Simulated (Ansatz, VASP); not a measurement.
# TePb in VASP and in Ansatz

```
Te Pb
1.0
     0.00000    3.50564    2.73440
     3.50564    0.00000    2.73440
     3.50564    3.50564    0.00000
Te Pb
1 1
Direct
  0.50000 0.50000 0.50000
  0.00000 0.00000 0.00000
```

Alike in both runs: task single point; functional PBEsol; k mesh 8 × 8 × 8; occupations gaussian, width 0.05 eV; no spin polarisation.

|  | VASP | Ansatz |
| --- | --- | --- |
| version | VASP 6.6.1 | Ansatz 0.2.0 |
| potentials or method | VASP PAW PBE potentials, release 64 (Te, Pb_d), cutoff 520 eV | scalar-relativistic, plane waves, PAW |
| valence electrons in the cell | 20 | 30 |

```tsv
	VASP	Ansatz	Ansatz less VASP
gap on the k mesh at the Fermi level (eV)	none	none	-
pressure (GPa)	6.8	6.9	+0.07
traceless stress, the component that is largest in VASP (GPa)	21.68	21.74	+0.056
```

VASP's potentials were made for PBE, not for PBEsol. A gap of «none» marks a metal or a gap that the smearing closes. The functional is the same, so the differences come from potentials, cutoffs and numerics. VASP's potentials hold 20 valence electrons a cell and Ansatz's 30, so a difference there can come from the potentials and not from the codes.

Neither program's run includes spin-orbit coupling.
